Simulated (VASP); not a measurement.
# KTaO3 in VASP: further runs

The runs below take KTaO3 through electric field gradients, with LDA.

All numbers are computed with VASP 6.6.1; they aren't measurements. Logs are shortened: lines on timing, memory, paths and dates and some standing lists are left out, and cuts for length are marked.

## 1. The cell of the first run

The structure is tetragonal, space group P4/mmm (No. 123). The conventional cell has a = 3.869 Å, b = 3.869 Å, c = 3.988 Å, α = 90.00°, β = 90.00°, γ = 90.00°. Within 3.6 Å of K (site symmetry 4/mmm) lie 12 O at 2.74 to 2.78 Å and 8 Ta at 3.39 Å. Within 2.6 Å of Ta (site symmetry 4/mmm) lie 6 O at 1.93 to 1.99 Å. Within 2.6 Å of O (site symmetry mmm) lie 2 Ta at 1.93 Å. Within 2.6 Å of O (site symmetry 4/mmm) lie 2 Ta at 1.99 Å.

## 2. Electric field gradients, LDA (equal xx and yy strain of -3 %)

File INCAR:

```
SYSTEM = KTaO3
ALGO = Normal
EDIFF = 1E-8
ENCUT = 520
GGA_COMPAT = .FALSE.
ISIF = 2
ISMEAR = -1
LASPH = .TRUE.
LCHARG = .FALSE.
LEFG = .TRUE.
LREAL = .FALSE.
LWAVE = .FALSE.
NBANDS = 28
NELM = 120
PREC = Accurate
SIGMA = 0.01
```

File KPOINTS:

```
k-points
0
G
  5 5 5
  0 0 0
```

File POSCAR:

```
KTaO3
1.0
    3.8686510000      0.0000000000      0.0000000000
    0.0000000000      3.8686510000      0.0000000000
    0.0000000000      0.0000000000      3.9883000000
K Ta O
1 1 3
Direct
    0.5000000000      0.5000000000      0.5000000000
    0.0000000000      0.0000000000      0.0000000000
    0.5000000000      0.0000000000      0.0000000000
    0.0000000000      0.5000000000      0.0000000000
    0.0000000000      0.0000000000      0.5000000000
```

Potentials or basis: VASP PAW LDA potentials, release 64 (K_sv, Ta_sv_GW, O).

Launch:

```console
$ cat potpaw_LDA.64/K_sv/POTCAR potpaw_LDA.64/Ta_sv_GW/POTCAR potpaw_LDA.64/O/POTCAR > POTCAR
$ mpirun -np 1 vasp_std > vasp.out
```

OUTCAR:

```text
SYSTEM = KTaO3
   EDIFF = 1E-8
   ENCUT = 520
   ISIF = 2
   ISMEAR = -1
   LASPH = .TRUE.
   LREAL = .FALSE.
   NELM = 120
   PREC = Accurate

 ion  position               nearest neighbor table
   1  0.500  0.500  0.500-   5 2.74   5 2.74   5 2.74   5 2.74   4 2.78   3 2.78   4 2.78   3 2.78
                             4 2.78   3 2.78   4 2.78   3 2.78   2 3.39   2 3.39   2 3.39   2 3.39
   2  0.000  0.000  0.000-   3 1.93   4 1.93   4 1.93   3 1.93   5 1.99   5 1.99   1 3.39   1 3.39
                             1 3.39   1 3.39   1 3.39   1 3.39   1 3.39   1 3.39
   3  0.500  0.000  0.000-   2 1.93   2 1.93   1 2.78   1 2.78   1 2.78   1 2.78
   4  0.000  0.500  0.000-   2 1.93   2 1.93   1 2.78   1 2.78   1 2.78   1 2.78
   5  0.000  0.000  0.500-   2 1.99   2 1.99   1 2.74   1 2.74   1 2.74   1 2.74

  LATTYP: Found a simple tetragonal cell.
 ALAT       =     3.8686510000
 C/A-ratio  =     1.0309278351

  Lattice vectors:

 A1 = (   3.8686510000,   0.0000000000,   0.0000000000)
 A2 = (   0.0000000000,   3.8686510000,   0.0000000000)
 A3 = (   0.0000000000,   0.0000000000,   3.9883000000)

Analysis of symmetry for initial positions (statically):
=====================================================================
 Subroutine PRICEL returns:
 Original cell was already a primitive cell.

 Routine SETGRP: Setting up the symmetry group for a
 simple tetragonal supercell.

 Subroutine GETGRP returns: Found 16 space group operations
 (whereof 16 operations were pure point group operations)
 out of a pool of 16 trial point group operations.

The static configuration has the point symmetry D_4h.

Analysis of symmetry for dynamics (positions and initial velocities):
=====================================================================
 Subroutine PRICEL returns:
 Original cell was already a primitive cell.

 Routine SETGRP: Setting up the symmetry group for a
 simple tetragonal supercell.

 Subroutine GETGRP returns: Found 16 space group operations
 (whereof 16 operations were pure point group operations)
 out of a pool of 16 trial point group operations.

The dynamic configuration has the point symmetry D_4h.

 Subroutine INISYM returns: Found 16 space group operations
 (whereof 16 operations are pure point group operations),
 and found     1 'primitive' translations

----------------------------------------------------------------------------------------

                                     Primitive cell

  volume of cell :      59.6907

  direct lattice vectors                    reciprocal lattice vectors
     3.868651000  0.000000000  0.000000000     0.258488036  0.000000000  0.000000000
     0.000000000  3.868651000  0.000000000     0.000000000  0.258488036  0.000000000
     0.000000000  0.000000000  3.988300000     0.000000000  0.000000000  0.250733395

  length of vectors
     3.868651000  3.868651000  3.988300000     0.258488036  0.258488036  0.250733395

  position of ions in fractional coordinates (direct lattice)
     0.500000000  0.500000000  0.500000000
     0.000000000  0.000000000  0.000000000
     0.500000000  0.000000000  0.000000000
     0.000000000  0.500000000  0.000000000
     0.000000000  0.000000000  0.500000000

  ion indices of the primitive-cell ions
   primitive index   ion index
                 1           1
                 2           2
                 3           3
                 4           4
                 5           5

----------------------------------------------------------------------------------------

 KPOINTS: k-points

Automatic generation of k-mesh.
 Grid dimensions read from file:
 generate k-points for:    5    5    5

 Generating k-lattice:

  Cartesian coordinates                     Fractional coordinates (reciprocal lattice)
[... 42 lines left out ...]
   NGXF,Y,Z  is equivalent  to a cutoff of  25.78, 25.78, 25.01 a.u.
 SYSTEM =  KTaO3
   PREC   = accura    normal or accurate (medium, high low for compatibility)
   ISTART =      0    job   : 0-new  1-cont  2-samecut
   ICHARG =      2    charge: 1-file 2-atom 10-const
   ISPIN  =      1    spin polarized calculation?
   LNONCOLLINEAR =      F non collinear calculations
   LSORBIT =      F    spin-orbit coupling
   LASPH  =      T    aspherical Exc in radial PAW
   ENCUT  =  520.0 eV  38.22 Ry    6.18 a.u.   7.19  7.19  7.42*2*pi/ulx,y,z
   NELM   =    120;   NELMIN=  2; NELMDL= -5     # of ELM steps
   EDIFF  = 0.1E-07   stopping-criterion for ELM
   LREAL  =      F    real-space projection
   EDIFFG = 0.1E-06   stopping-criterion for IOM
   NSW    =      0    number of steps for IOM
   IBRION =     -1    ionic relax: 0-MD 1-quasi-New 2-CG
   NFREE  =      0    steps in history (QN), initial steepest desc. (CG)
   ISIF   =      2    stress and relaxation
   ISYM   =      2    0-nonsym 1-usesym 2-fastsym
   POTIM  = 0.5000    time-step for ionic-motion
   TEBEG  =    0.0;   TEEND  =   0.0 temperature during run
   PSTRESS=    0.0 pullay stress
   NELECT =      40.0000    total number of electrons
   NUPDOWN=      -1.0000    fix difference up-down
   EMIN   =  10.00;   EMAX   =-10.00  energy-range for DOS
   EFERMI =   0.00;   METHOD = LEGACY
   ISMEAR =    -1;   SIGMA  =   0.01  broadening in eV -4-tet -1-fermi 0-gaus
   EFERMI_NEDOS =   21; number of points for ismear=-14 and -15
   IALGO  =     38    algorithm
   IMIX   =      4    mixing-type and parameters
     AMIX     =   0.40;   BMIX     =  1.00
     AMIX_MAG =   1.60;   BMIX_MAG =  1.00
  volume/ion in A,a.u.               =      11.94        80.56
  Fermi-wavevector in a.u.,A,eV,Ry     =   1.432603  2.707227 27.923935  2.052351
  Thomas-Fermi vector in A             =   2.552212
   LORBIT       =      0    0 simple, 1 ext, 2 COOP (PROOUT), +10 PAW based schemes
   GGA     = CA    functional components
   LHFCALC =     F    Hartree Fock is set to
   AEXX    =    0.0000 exact exchange contribution
   IVDW    =     0    specifies the selected vdW correction
   LEPSILON=     F    determine dielectric tensor
   LRPA    =     F    only Hartree local field effects (RPA)
 non-spin polarized calculation
  energy-cutoff  :      520.00
  volume of cell :       59.69
 maximum number of plane-waves:      1626
 NGX is ok and might be reduce to    30
   NGX = 15   NGY = 15   NGZ = 15

 number of electron      40.0000006 magnetization

 Free energy of the ion-electron system (eV)
  ---------------------------------------------------
  ext. energy  EPLUGINS =         0.00000000
  ---------------------------------------------------
  free energy    TOTEN  =       -47.48232900 eV

  energy without entropy =      -47.48232900  energy(sigma->0) =      -47.48232900

 E-fermi :   3.7070     XC(G=0): -11.8838

 val. band max:        3.2803796599   @ k =   0.4000   0.4000   0.4000
 cond. band min:       5.5487556541   @ k =   0.0000   0.0000   0.0000
 fundamental gap:      2.2683759942
 Fermi energy:         3.7069599243

 k-point     1 :       0.0000    0.0000    0.0000
  band No.  band energies     occupation
      1     -63.3560      2.00000
      2     -30.2104      2.00000
      3     -30.2104      2.00000
      4     -30.1381      2.00000
      5     -23.4295      2.00000
      6     -14.1231      2.00000
[... 547 lines left out ...]
     27      14.6484      0.00000
     28      15.3141      0.00000

------------------------ aborting loop because EDIFF is reached ----------------------------------------

  FORCE on cell =-STRESS in cart. coord.  units (eV):
  Direction    XX          YY          ZZ          XY          YZ          ZX
  --------------------------------------------------------------------------------------
  -------------------------------------------------------------------------------------
  Total        5.2304281      5.2304281      0.0262711      0.0000000      0.0000000      0.0000000
  in kB      140.3915255    140.3915255      0.7051504      0.0000000      0.0000000      0.0000000
  external PRESSURE =      93.8294005 kB  Pullay stress =       0.0000000 kB

 VOLUME and BASIS-vectors are now :
 -----------------------------------------------------------------------------
  energy-cutoff  :      520.00
  volume of cell :       59.69
      direct lattice vectors                 reciprocal lattice vectors
     3.868651000  0.000000000  0.000000000     0.258488036  0.000000000  0.000000000
     0.000000000  3.868651000  0.000000000     0.000000000  0.258488036  0.000000000
     0.000000000  0.000000000  3.988300000     0.000000000  0.000000000  0.250733395

 POSITION                                       TOTAL-FORCE (eV/Angst)
 -----------------------------------------------------------------------------------
      1.93433      1.93433      1.99415         0.000000      0.000000      0.000000
      0.00000      0.00000      0.00000         0.000000      0.000000      0.000000
      1.93433      0.00000      0.00000         0.000000      0.000000      0.000000
      0.00000      1.93433      0.00000         0.000000      0.000000      0.000000
      0.00000      0.00000      1.99415         0.000000      0.000000      0.000000
 -----------------------------------------------------------------------------------
    total drift:                                0.000000     -0.000000      0.000000

  FREE ENERGIE OF THE ION-ELECTRON SYSTEM (eV)
  ---------------------------------------------------
  free  energy   TOTEN  =       -47.4823290030 eV

  energy  without entropy=      -47.4823290030  energy(sigma->0) =      -47.48232900

 Electric field gradients (V/A^2)
---------------------------------------------------------------------
 ion       V_xx      V_yy      V_zz      V_xy      V_xz      V_yz
---------------------------------------------------------------------
   1      -2.005    -2.005     4.010    -0.000     0.000     0.000
   2     -97.206   -97.206   194.411    -0.000    -0.000    -0.000
   3      -1.653    -3.226     4.879    -0.000    -0.000     0.000
   4      -3.226    -1.653     4.879     0.000    -0.000    -0.000
   5      -8.871    -8.871    17.742    -0.000    -0.000     0.000
---------------------------------------------------------------------

 Electric field gradients after diagonalization (V/A^2)
 (convention: |V_zz| > |V_xx| > |V_yy|)
----------------------------------------------------------------------
 ion       V_xx      V_yy      V_zz     asymmetry (V_yy - V_xx)/ V_zz
----------------------------------------------------------------------
   1      -2.005    -2.005     4.010       0.000
   2     -97.206   -97.206   194.411       0.000
   3      -3.226    -1.653     4.879       0.323
   4      -3.226    -1.653     4.879       0.323
   5      -8.871    -8.871    17.742       0.000
----------------------------------------------------------------------

           NMR quadrupolar parameters

 Cq : quadrupolar parameter    Cq=e*Q*V_zz/h
 eta: asymmetry parameters     (V_yy - V_xx)/ V_zz
 Q  : nuclear electric quadrupole moment in mb (millibarn)
----------------------------------------------------------------------
 ion       Cq(MHz)       eta       Q (mb)
----------------------------------------------------------------------
   1       0.010       0.000       1.000
   2       0.470       0.000       1.000
   3       0.012       0.323       1.000
   4       0.012       0.323       1.000
   5       0.043       0.000       1.000
----------------------------------------------------------------------
```

It took 42 s on 1 thread of Intel Xeon Platinum 8259CL at 2.50GHz (Skylake/Cascade Lake), shared host; peak memory 0.17 GiB.

Results:

```
Free energy                             : -47.4823 eV
Pressure                                : 9.4 GPa
Band gap on the k mesh                  : 2.27 eV (least direct gap 2.70 eV)
Largest electric field gradient by atom : K +4.0; Ta +194.4; O +4.9, +17.7 (each value once) V/Å²
```

Stress tensor (GPa, compression positive):
```
14.04  0.00  0.00
 0.00 14.04  0.00
 0.00  0.00  0.07
```

Levels at points of the mesh, in eV from the valence-band top:
```
           k point  band 17  band 18  band 19  band 20  band 21  band 22  band 23  band 24
(0.00, 0.00, 0.00)    -0.99    -0.49    -0.43    -0.43     2.27     2.27     2.32     6.82
```

Electric field gradients, principal values (V/Å²):
```tsv
atom	least	middle	greatest (by size)
1 K	-2.005	-2.005	4.010
2 Ta	-97.206	-97.206	194.411
3 O	-1.653	-3.226	4.879
4 O	-1.653	-3.226	4.879
5 O	-8.871	-8.871	17.742
```

Caveat: the cell differs from its parent crystal (equal xx and yy strain of -3 %); the stress differs along the axes, from 0 to 14 GPa; without QUAD_EFG the Cq values of the log hold for a quadrupole moment of 1 mb, not for the nuclei; spin-orbit coupling is left out, which moves the levels of the heavy elements.

(Continued in part 2 of 2.)
